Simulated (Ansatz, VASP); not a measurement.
## Ge2Sb2Te5 in VASP and in Ansatz

```xyz
9
Lattice="-4.2017 0.0000 0.0000 -2.1009 -3.6388 0.0000 0.0000 0.0000 17.8561" Properties=species:S:1:pos:R:3 pbc="T T T"
Ge   -6.3026   -3.6388   14.3367
Ge    0.0000    0.0000    2.7693
Sb   -2.1009   -1.2129   10.5492
Sb   -4.2017   -2.4259    6.5569
Te    0.0000    0.0000    8.5530
Te   -2.1009   -1.2129    4.8078
Te   -4.2017   -2.4259   12.2983
Te   -2.1009   -1.2129   15.7493
Te   -4.2017   -2.4259    1.3568
```

Alike in both runs: task single point; functional PBEsol; k mesh 11 × 11 × 3; occupations gaussian, width 0.15 eV; no spin polarisation.

|  | VASP | Ansatz |
| --- | --- | --- |
| version | VASP 6.6.1 | Ansatz 0.2.0 |
| potentials or method | VASP PAW PBE potentials, release 64 (Ge_d, Sb, Te), cutoff 520 eV | scalar-relativistic, plane waves, PAW |
| valence electrons in the cell | 68 | 138 |

Ansatz gave:

* gap on the k mesh at the Fermi level (eV): 0.08
* least direct gap on the mesh (eV): 0.11
* pressure (GPa): -0.4
* traceless stress, the component that is largest in VASP (GPa): 0.13
* rms of the force components (eV/Å): 0.024

Q: Estimate VASP's values.

A: gap on the k mesh at the Fermi level (eV): 0.07; least direct gap on the mesh (eV): 0.11; pressure (GPa): -0.3; traceless stress, the component that is largest in VASP (GPa): 0.13; rms of the force components (eV/Å): 0.025.

VASP's potentials were made for PBE, not for PBEsol. Atom by atom the forces differ by 0.013 eV/Å (rms over components). VASP's potentials hold 68 valence electrons a cell and Ansatz's 138, so a difference there can come from the potentials and not from the codes.

Spin-orbit coupling is off throughout.
